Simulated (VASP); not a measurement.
A run of VASP 6.6.1 is set up as follows.

File INCAR:

```
PREC = Accurate
ENCUT = 910
EDIFF = 1E-6
ISMEAR = -1
SIGMA = 0.02
LREAL = F
LASPH = T
NELM = 120
ALGO = Normal
ISIF = 2
LWAVE = F
LCHARG = T
GGA = PE
LELF = T
LVHAR = T
NBANDS = 16
GGA_COMPAT = F
```

KPOINTS

```
Automatic mesh
0
Gamma
  10 10 10
```

POSCAR

```
ZnO
1.0
   -0.0480809596      2.0856894367      2.0856894367
    2.0856894367     -0.0480809596      2.0856894367
    2.0856894367      2.0856894367     -0.0480809596
Zn O
1 1
Direct
    0.0000000000      0.0000000000      0.0000000000
    0.5000000000      0.5000000000      0.5000000000
```

Potentials or basis: VASP PAW PBE potentials, release 64 (Zn, O_h).

The run is started by

```sh
$ cat potpaw_PBE.64/Zn/POTCAR potpaw_PBE.64/O_h/POTCAR > POTCAR
$ mpirun -np 1 vasp_std > vasp.out
```

Task: Estimate the pressure.

Result: 16.4 GPa.

Task: Predict the band gap on the k mesh.

Result: 1.06 eV, indirect (least direct gap 2.42 eV).

Stress tensor (GPa, compression positive):
```
16.39  1.81  1.81
 1.81 16.39  1.81
 1.81  1.81 16.39
```

Caveat: the cell differs from its parent crystal (strain along [111] -3.4%); the cutoff is under 1.25 times the usual one of these potentials, so pressure, stress and relaxed cells hold a basis-set (Pulay) error. A k mesh can miss the band edges.
